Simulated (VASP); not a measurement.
# SiC (Cm) in VASP: notebook

SiC is run at these levels: PBE; tasks: single point.

All numbers are computed with VASP 6.6.1; they aren't measurements. Logs are shortened: lines on timing, memory, paths and dates and some standing lists are left out, and cuts for length are marked.

## 1. The cell of the first run

Symmetry: Cm, No. 8, monoclinic system. The conventional cell has a = 5.325 Å, b = 3.075 Å, c = 3.075 Å, α = 90.00°, β = 125.26°, γ = 90.00°. Si (site symmetry m) has 2 C at 1.47 to 2.00 Å within 2.0 Å. C (site symmetry m) has 2 Si at 1.47 to 2.00 Å within 2.0 Å.

## 2. Single point, PBE (atom 1 (Si) moved by (-0.300, -0.300) A along [1 1 0] and z)

Contents of INCAR:

```
SYSTEM = SiC
ALGO = Normal
EDIFF = 1E-6
ENCUT = 600
GGA = PE
GGA_COMPAT = .FALSE.
ISIF = 2
ISMEAR = 0
LASPH = .TRUE.
LCHARG = .FALSE.
LREAL = .FALSE.
LWAVE = .FALSE.
NBANDS = 11
NELM = 120
PREC = Accurate
SIGMA = 0.05
```

Contents of KPOINTS:

```
k-points
0
G
  4 4 4
  0 0 0
```

Contents of POSCAR:

```
SiC
1.0
    0.0000000000      2.1740000000      2.1740000000
    2.1740000000      0.0000000000      2.1740000000
    2.1740000000      2.1740000000      0.0000000000
Si C
1 1
Direct
   -0.0689972401     -0.0689972401     -0.0285795926
    0.7500000000      0.7500000000      0.7500000000
```

Potentials or basis: VASP PAW PBE potentials, release 64 (Si, C).

Launch:

```sh
cat potpaw_PBE.64/Si/POTCAR potpaw_PBE.64/C/POTCAR > POTCAR
mpirun -np 1 vasp_std > vasp.out
```

OUTCAR:

```text
SYSTEM = SiC
   EDIFF = 1E-6
   ENCUT = 600
   GGA = PE
   ISIF = 2
   ISMEAR = 0
   LASPH = .TRUE.
   LREAL = .FALSE.
   NELM = 120
   PREC = Accurate

 ion  position               nearest neighbor table
   1  0.931  0.931  0.971-   2 1.47   2 2.00   2 2.09   2 2.09
   2  0.750  0.750  0.750-   1 1.47   1 2.00   1 2.09   1 2.09

  LATTYP: Found a face centered cubic cell.
 ALAT       =     4.3480000000

  Lattice vectors:

 A1 = (   0.0000000000,   2.1740000000,   2.1740000000)
 A2 = (   2.1740000000,   0.0000000000,   2.1740000000)
 A3 = (   2.1740000000,   2.1740000000,   0.0000000000)

Analysis of symmetry for initial positions (statically):
=====================================================================
 Subroutine PRICEL returns:
 Original cell was already a primitive cell.

 Routine SETGRP: Setting up the symmetry group for a
 face centered cubic supercell.

 Subroutine GETGRP returns: Found  2 space group operations
 (whereof  2 operations were pure point group operations)
 out of a pool of 48 trial point group operations.

The static configuration has the point symmetry C_1h.

Analysis of symmetry for dynamics (positions and initial velocities):
=====================================================================
 Subroutine PRICEL returns:
 Original cell was already a primitive cell.

 Routine SETGRP: Setting up the symmetry group for a
 face centered cubic supercell.

 Subroutine GETGRP returns: Found  2 space group operations
 (whereof  2 operations were pure point group operations)
 out of a pool of 48 trial point group operations.

The dynamic configuration has the point symmetry C_1h.

 Subroutine INISYM returns: Found  2 space group operations
 (whereof  2 operations are pure point group operations),
 and found     1 'primitive' translations

----------------------------------------------------------------------------------------

                                     Primitive cell

  volume of cell :      20.5498

  direct lattice vectors                    reciprocal lattice vectors
     0.000000000  2.174000000  2.174000000    -0.229990800  0.229990800  0.229990800
     2.174000000  0.000000000  2.174000000     0.229990800 -0.229990800  0.229990800
     2.174000000  2.174000000  0.000000000     0.229990800  0.229990800 -0.229990800

  length of vectors
     3.074500285  3.074500285  3.074500285     0.398355752  0.398355752  0.398355752

  position of ions in fractional coordinates (direct lattice)
     0.931002760  0.931002760  0.971420407
     0.750000000  0.750000000  0.750000000

  ion indices of the primitive-cell ions
   primitive index   ion index
                 1           1
                 2           2

----------------------------------------------------------------------------------------

 KPOINTS: k-points

Automatic generation of k-mesh.
 Grid dimensions read from file:
 generate k-points for:    4    4    4

 Generating k-lattice:

  Cartesian coordinates                     Fractional coordinates (reciprocal lattice)
    -0.057497700  0.057497700  0.057497700     0.250000000  0.000000000  0.000000000
     0.057497700 -0.057497700  0.057497700     0.000000000  0.250000000  0.000000000
     0.057497700  0.057497700 -0.057497700     0.000000000  0.000000000  0.250000000

  Length of vectors
     0.099588938  0.099588938  0.099588938

  Shift w.r.t. Gamma in fractional coordinates (k-lattice)
     0.000000000  0.000000000  0.000000000

 Subroutine IBZKPT returns following result:
 ===========================================

 Found     24 irreducible k-points:

 Following reciprocal coordinates:
            Coordinates               Weight
  0.000000  0.000000  0.000000      1.000000
  0.250000  0.000000  0.000000      4.000000
  0.000000  0.000000  0.250000      2.000000
  0.250000  0.250000  0.250000      2.000000
  0.500000  0.000000  0.000000      2.000000
  0.000000  0.000000  0.500000      1.000000
[... 16 lines left out ...]
 -0.250000  0.500000  0.250000      4.000000
  0.250000 -0.250000  0.500000      2.000000
   k-points           NKPTS =     24   k-points in BZ     NKDIM =     24   number of bands    NBANDS=     11
   number of dos      NEDOS =    301   number of ions     NIONS =      2
   total plane-waves  NPLWV =  21952
   dimension x,y,z NGX =    28 NGY =   28 NGZ =   28
   dimension x,y,z NGXF=    56 NGYF=   56 NGZF=   56
   ions per type =               1   1
   NGX,Y,Z   is equivalent  to a cutoff of  15.14, 15.14, 15.14 a.u.
   NGXF,Y,Z  is equivalent  to a cutoff of  30.28, 30.28, 30.28 a.u.
 SYSTEM =  SiC
   PREC   = accura    normal or accurate (medium, high low for compatibility)
   ISTART =      0    job   : 0-new  1-cont  2-samecut
   ICHARG =      2    charge: 1-file 2-atom 10-const
   ISPIN  =      1    spin polarized calculation?
   LNONCOLLINEAR =      F non collinear calculations
   LSORBIT =      F    spin-orbit coupling
   LASPH  =      T    aspherical Exc in radial PAW
   ENCUT  =  600.0 eV  44.10 Ry    6.64 a.u.   6.14  6.14  6.14*2*pi/ulx,y,z
   NELM   =    120;   NELMIN=  2; NELMDL= -5     # of ELM steps
   EDIFF  = 0.1E-05   stopping-criterion for ELM
   LREAL  =      F    real-space projection
   EDIFFG = 0.1E-04   stopping-criterion for IOM
   NSW    =      0    number of steps for IOM
   IBRION =     -1    ionic relax: 0-MD 1-quasi-New 2-CG
   NFREE  =      0    steps in history (QN), initial steepest desc. (CG)
   ISIF   =      2    stress and relaxation
   ISYM   =      2    0-nonsym 1-usesym 2-fastsym
   POTIM  = 0.5000    time-step for ionic-motion
   TEBEG  =    0.0;   TEEND  =   0.0 temperature during run
   PSTRESS=    0.0 pullay stress
   NELECT =       8.0000    total number of electrons
   NUPDOWN=      -1.0000    fix difference up-down
   EMIN   =  10.00;   EMAX   =-10.00  energy-range for DOS
   EFERMI =   0.00;   METHOD = LEGACY
   ISMEAR =     0;   SIGMA  =   0.05  broadening in eV -4-tet -1-fermi 0-gaus
   EFERMI_NEDOS =   21; number of points for ismear=-14 and -15
   IALGO  =     38    algorithm
   IMIX   =      4    mixing-type and parameters
     AMIX     =   0.40;   BMIX     =  1.00
     AMIX_MAG =   1.60;   BMIX_MAG =  1.00
  volume/ion in A,a.u.               =      10.27        69.34
  Fermi-wavevector in a.u.,A,eV,Ry     =   1.195369  2.258920 19.441458  1.428907
  Thomas-Fermi vector in A             =   2.331336
   LORBIT       =      0    0 simple, 1 ext, 2 COOP (PROOUT), +10 PAW based schemes
   GGA     = PE    functional components
   LHFCALC =     F    Hartree Fock is set to
   AEXX    =    0.0000 exact exchange contribution
   IVDW    =     0    specifies the selected vdW correction
   LEPSILON=     F    determine dielectric tensor
   LRPA    =     F    only Hartree local field effects (RPA)
 non-spin polarized calculation
 Gauss-broadening in eV      SIGMA  =   0.05
  energy-cutoff  :      600.00
  volume of cell :       20.55
 maximum number of plane-waves:       701
 NGX is ok and might be reduce to    28
   NGX = 13   NGY = 13   NGZ = 13

 number of electron       8.0000000 magnetization

 Free energy of the ion-electron system (eV)
  ---------------------------------------------------
  ext. energy  EPLUGINS =         0.00000000
  ---------------------------------------------------
  free energy    TOTEN  =       -11.88360431 eV

  energy without entropy =      -11.88302265  energy(sigma->0) =      -11.88331348

 E-fermi :   8.9191     XC(G=0): -11.3471

 val. band max:        8.8830861930   @ k =   0.0000   0.0000   0.0000
 cond. band min:       8.9695123595   @ k =   0.0000   0.5000   0.5000
 fundamental gap:      0.0864261665
 Fermi energy:         8.9191156651

 k-point     1 :       0.0000    0.0000    0.0000
  band No.  band energies     occupation
      1      -7.3802      2.00000
      2       5.9909      2.00000
      3       8.6376      2.00000
      4       8.8831      1.69183
      5      13.8749      0.00000
      6      15.1246      0.00000
      7      15.2602      0.00000
      8      17.0700      0.00000
      9      22.1853      0.00000
     10      22.3216      0.00000
     11      24.1163      0.00000

 k-point     2 :       0.2500    0.0000    0.0000
  band No.  band energies     occupation
      1      -6.2321      2.00000
      2       3.8275      2.00000
      3       6.3383      2.00000
      4       8.2932      2.00000
      5      13.4271      0.00000
      6      14.6471      0.00000
      7      16.6001      0.00000
      8      18.0684      0.00000
      9      21.8278      0.00000
     10      22.2862      0.00000
     11      22.7866      0.00000

 k-point     3 :       0.0000    0.0000    0.2500
  band No.  band energies     occupation
      1      -6.2194      2.00000
      2       3.5750      2.00000
      3       6.6078      2.00000
      4       8.4361      2.00000
      5      13.2328      0.00000
      6      14.7029      0.00000
      7      16.4113      0.00000
      8      18.3768      0.00000
      9      21.9746      0.00000
     10      22.0337      0.00000
     11      22.8081      0.00000

 k-point     4 :       0.2500    0.2500    0.2500
  band No.  band energies     occupation
      1      -6.1651      2.00000
      2       2.7509      2.00000
      3       7.8146      2.00000
      4       8.0966      2.00000
      5      14.1625      0.00000
      6      16.5659      0.00000
      7      16.6442      0.00000
      8      17.1565      0.00000
      9      19.8160      0.00000
     10      19.9467      0.00000
     11      23.6455      0.00000
[... 239 lines left out ...]
 k-point    22 :       0.0000    0.5000    0.5000
  band No.  band energies     occupation
      1      -2.7099      2.00000
      2       0.3809      2.00000
      3       5.1042      2.00000
      4       5.2736      2.00000
      5       8.9695      0.15403
      6      12.0631      0.00000
      7      20.6603      0.00000
      8      22.4584      0.00000
      9      23.4350      0.00000
     10      26.9470      0.00000
     11      29.4054      0.00000

 k-point    23 :      -0.2500    0.5000    0.2500
  band No.  band energies     occupation
      1      -2.5387      2.00000
      2       1.3347      2.00000
      3       2.8725      2.00000
      4       3.8663      2.00000
      5      12.5674      0.00000
      6      16.1786      0.00000
      7      17.7079      0.00000
      8      18.6870      0.00000
      9      22.2693      0.00000
     10      26.1689      0.00000
     11      28.6782      0.00000

 k-point    24 :       0.2500   -0.2500    0.5000
  band No.  band energies     occupation
      1      -2.5241      2.00000
      2       1.1870      2.00000
      3       3.0741      2.00000
      4       3.8363      2.00000
      5      12.6965      0.00000
      6      15.7971      0.00000
      7      17.8596      0.00000
      8      18.7228      0.00000
      9      22.1648      0.00000
     10      26.2867      0.00000
     11      28.6676      0.00000

------------------------ aborting loop because EDIFF is reached ----------------------------------------

  FORCE on cell =-STRESS in cart. coord.  units (eV):
  Direction    XX          YY          ZZ          XY          YZ          ZX
  --------------------------------------------------------------------------------------
  -------------------------------------------------------------------------------------
  Total        6.3118464      6.3118464      4.7157864      6.6202563      6.0538566      6.0538567
  in kB      492.1056915    492.1056915    367.6682192    516.1509939    471.9914149    471.9914222
  external PRESSURE =     450.6265341 kB  Pullay stress =       0.0000000 kB

 VOLUME and BASIS-vectors are now :
 -----------------------------------------------------------------------------
  energy-cutoff  :      600.00
  volume of cell :       20.55
      direct lattice vectors                 reciprocal lattice vectors
     0.000000000  2.174000000  2.174000000    -0.229990800  0.229990800  0.229990800
     2.174000000  0.000000000  2.174000000     0.229990800 -0.229990800  0.229990800
     2.174000000  2.174000000  0.000000000     0.229990800  0.229990800 -0.229990800

 POSITION                                       TOTAL-FORCE (eV/Angst)
 -----------------------------------------------------------------------------------
      4.13587      4.13587      4.04800        11.066784     11.066784     10.716338
      3.26100      3.26100      3.26100       -11.066784    -11.066784    -10.716338
 -----------------------------------------------------------------------------------
    total drift:                                0.000033      0.000033      0.000033

  FREE ENERGIE OF THE ION-ELECTRON SYSTEM (eV)
  ---------------------------------------------------
  free  energy   TOTEN  =       -11.8836043136 eV

  energy  without entropy=      -11.8830226475  energy(sigma->0) =      -11.88331348
```

Wall time 11 s (1 thread of Intel Xeon Platinum 8375C at 2.90GHz (Ice Lake), shared host); peak memory 0.15 GiB.

What came out:

```
Free energy            : -11.8836 eV
Pressure               : 45.1 GPa
Largest force          : 18.968 eV/Å
Band gap on the k mesh : 0.09 eV, indirect (least direct gap 3.69 eV)
```

Forces in eV/Å, atoms in the order of the input:
```
Si   11.067  11.067  10.716
C   -11.067 -11.067 -10.716
```

Caveat: the k points lie up to 0.63 Å⁻¹ apart; the cell differs from its parent crystal (atom 1 (Si) moved by (-0.300, -0.300) A along [1 1 0] and z); forces of over 1 eV/Å act on the atoms, so gaps and moduli don't describe the material at rest. A k mesh can miss the band edges.

## 3. Single point, PBE (atom 1 (Si) moved by (-0.300, +0.300) A along [1 1 0] and z)

Contents of INCAR:

```
SYSTEM = SiC
PREC = Accurate
ENCUT = 600
EDIFF = 1E-6
ISMEAR = 0
SIGMA = 0.05
LREAL = .FALSE.
LASPH = .TRUE.
NELM = 120
ALGO = Normal
ISIF = 2
LWAVE = .FALSE.
LCHARG = .TRUE.
GGA = PE
LELF = .TRUE.
LVHAR = .TRUE.
NBANDS = 11
GGA_COMPAT = .FALSE.
```

Contents of KPOINTS:

```
regular mesh
0
G
  4 4 4
  0 0 0
```

Edit POSCAR of step 2 so:

```diff
@@ -8,3 +8,3 @@
 Direct
-   -0.0689972401     -0.0689972401     -0.0285795926
+    0.0689972401      0.0689972401     -0.1665740728
     0.7500000000      0.7500000000      0.7500000000
```

Potentials or basis: VASP PAW PBE potentials, release 64 (Si, C).

Launch:

```sh
cat potpaw_PBE.64/Si/POTCAR potpaw_PBE.64/C/POTCAR > POTCAR
mpirun -np 1 vasp_std > vasp.out
```

OUTCAR:

```text
SYSTEM = SiC
   PREC = Accurate
   ENCUT = 600
   EDIFF = 1E-6
   ISMEAR = 0
   LREAL = .FALSE.
   LASPH = .TRUE.
   NELM = 120
   ISIF = 2
   GGA = PE

 ion  position               nearest neighbor table
   1  0.069  0.069  0.833-   2 1.75   2 1.75   2 1.86   2 2.30
   2  0.750  0.750  0.750-   1 1.75   1 1.75   1 1.86   1 2.30

  LATTYP: Found a face centered cubic cell.
 ALAT       =     4.3480000000

  Lattice vectors:

 A1 = (   0.0000000000,   2.1740000000,   2.1740000000)
[... 519 lines left out ...]

------------------------ aborting loop because EDIFF is reached ----------------------------------------

  FORCE on cell =-STRESS in cart. coord.  units (eV):
  Direction    XX          YY          ZZ          XY          YZ          ZX
  --------------------------------------------------------------------------------------
  -------------------------------------------------------------------------------------
  Total        2.3875372      2.3875372      1.3812452     -1.3081624      0.0819372      0.0819372
  in kB      186.1453150    186.1453150    107.6893454   -101.9914147      6.3882676      6.3882708
  external PRESSURE =     159.9933251 kB  Pullay stress =       0.0000000 kB

 VOLUME and BASIS-vectors are now :
 -----------------------------------------------------------------------------
  energy-cutoff  :      600.00
  volume of cell :       20.55
      direct lattice vectors                 reciprocal lattice vectors
     0.000000000  2.174000000  2.174000000    -0.229990800  0.229990800  0.229990800
     2.174000000  0.000000000  2.174000000     0.229990800 -0.229990800  0.229990800
     2.174000000  2.174000000  0.000000000     0.229990800  0.229990800 -0.229990800

 POSITION                                       TOTAL-FORCE (eV/Angst)
 -----------------------------------------------------------------------------------
      1.96187      1.96187      0.30000         0.765366      0.765366     -3.211023
      3.26100      3.26100      3.26100        -0.765366     -0.765366      3.211023
 -----------------------------------------------------------------------------------
    total drift:                               -0.000043     -0.000043      0.000137

  FREE ENERGIE OF THE ION-ELECTRON SYSTEM (eV)
  ---------------------------------------------------
  free  energy   TOTEN  =       -13.9602506723 eV

  energy  without entropy=      -13.9588569696  energy(sigma->0) =      -13.95955382
```

Run time: 9.4 s. Hardware: 1 thread of Intel Xeon Platinum 8375C at 2.90GHz (Ice Lake), shared host; peak memory 0.14 GiB.

What came out:

```
Free energy            : -13.9603 eV
Pressure               : 16.0 GPa
Largest force          : 3.389 eV/Å
Band gap on the k mesh : zero (band 4 reaches 9.71 eV, above the bottom of band 5 at 9.16 eV)
```

Forces on the atoms (eV/Å):
```
Si   0.765  0.765 -3.211
C   -0.765 -0.765  3.211
```

Levels at points of the mesh, in eV from the Fermi level:
```csv
k point,band 2,band 3,band 4,band 5,band 6,band 7
"(0.00, 0.00, 0.00)",-2.28,-1.61,0.54,4.56,6.49,6.94
"(0.50, 0.00, 0.00)",-10.08,-2.87,-0.47,3.66,5.48,7.82
"(0.00, 0.00, 0.50)",-8.50,-2.99,-2.32,4.64,5.38,5.98
"(0.50, 0.50, 0.50)",-9.73,-3.25,-0.38,3.59,5.39,7.82
"(0.50, 0.50, 0.00)",-8.74,-4.90,-3.35,0.07,2.97,12.86
"(0.00, 0.50, 0.50)",-8.94,-4.58,-3.30,-0.01,2.77,12.58
```

Caveat: the k points lie up to 0.63 Å⁻¹ apart; the cell differs from its parent crystal (atom 1 (Si) moved by (-0.300, +0.300) A along [1 1 0] and z); forces of over 1 eV/Å act on the atoms, so gaps and moduli don't describe the material at rest.
